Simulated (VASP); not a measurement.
A run of VASP 6.6.1 is set up as follows.

The input INCAR:

```
SYSTEM = ReP
PREC = Accurate
ENCUT = 600
EDIFF = 1E-6
ISMEAR = 0
SIGMA = 0.05
LREAL = .FALSE.
LASPH = .TRUE.
NELM = 120
ALGO = Normal
ISIF = 2
LWAVE = .FALSE.
LCHARG = .TRUE.
GGA = PE
LELF = .TRUE.
LVHAR = .TRUE.
NBANDS = 13
GGA_COMPAT = .FALSE.
```

The input KPOINTS:

```
Automatic mesh
0
G
  8 8 8
  0 0 0
```

File POSCAR:

```
ReP
1.0
    0.0000000000      2.4137520683      2.4137520683
    2.4137520683      0.0000000000      2.4137520683
    2.4137520683      2.4137520683      0.0000000000
Re P
1 1
Direct
    0.5000000000      0.5000000000      0.5000000000
    0.0000000000      0.0000000000      0.0000000000
```

Potentials or basis: VASP PAW PBE potentials, release 64 (Re, P).

The run is started by

```bash
$ cat potpaw_PBE.64/Re/POTCAR potpaw_PBE.64/P/POTCAR > POTCAR
$ mpirun -np 1 vasp_std > vasp.out
```

(1) Predict the band gap on the k mesh.

(2) What does it give for the pressure?

Answers

(1) zero (bands 6 and 7 overlap by 0.49 eV).

(2) 14.5 GPa.

Caveat: the cell stands under pressure; spin-orbit coupling is left out, which moves the levels of the heavy elements.
